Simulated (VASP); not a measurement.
BaTiO3, 5 atoms in the cell. Symmetry: Amm2, No. 38, orthorhombic system. Conventional cell: a = 3.942 Å, b = 5.622 Å, c = 5.636 Å, α = 90.00°, β = 90.00°, γ = 90.00°. Within 3.6 Å of Ba (site symmetry mm2) lie 12 O at 2.75 to 2.89 Å and 8 Ti at 3.39 to 3.49 Å. Within 2.5 Å of Ti (site symmetry mm2) lie 6 O at 1.88 to 2.11 Å. Within 2.5 Å of O (site symmetry m) lie 2 Ti at 1.88 to 2.11 Å. O (site symmetry mm2) has 2 Ti at 1.98 Å within 2.6 Å. 

| Quantity | Value |
| --- | --- |
| Program | VASP 6.6.1 |
| Task | single point |
| Functional | PBEsol |
| Potentials or basis | VASP PAW PBE potentials, release 64 (Ba_sv, Ti_sv, O_h) |
| Cutoff | 910 eV |
| k mesh | 7 × 7 × 7 |
| Occupations | fermi-dirac, width 0.05 eV |
| Spin | no spin polarisation |
| Dipole correction | no |
| Further INCAR settings | ALGO = Normal; EDIFF = 1e-06; NBANDS = 28 |

Potentials or basis: VASP PAW PBE potentials, release 64 (Ba_sv, Ti_sv, O_h).

The run is started by

```bash
$ cat potpaw_PBE.64/Ba_sv/POTCAR potpaw_PBE.64/Ti_sv/POTCAR potpaw_PBE.64/O_h/POTCAR > POTCAR
$ mpirun -np 1 vasp_std > vasp.out
```

Hardware: 1 thread of Intel(R) Xeon(R) Platinum 8559C (Emerald Rapids), on a shared host.

Estimate the wall time of this run.

Wall time 2.2 min on 1 thread of Intel(R) Xeon(R) Platinum 8559C (Emerald Rapids), with other jobs on the host, peak memory 0.42 GiB. Counts: scf iterations 16, k points 64.
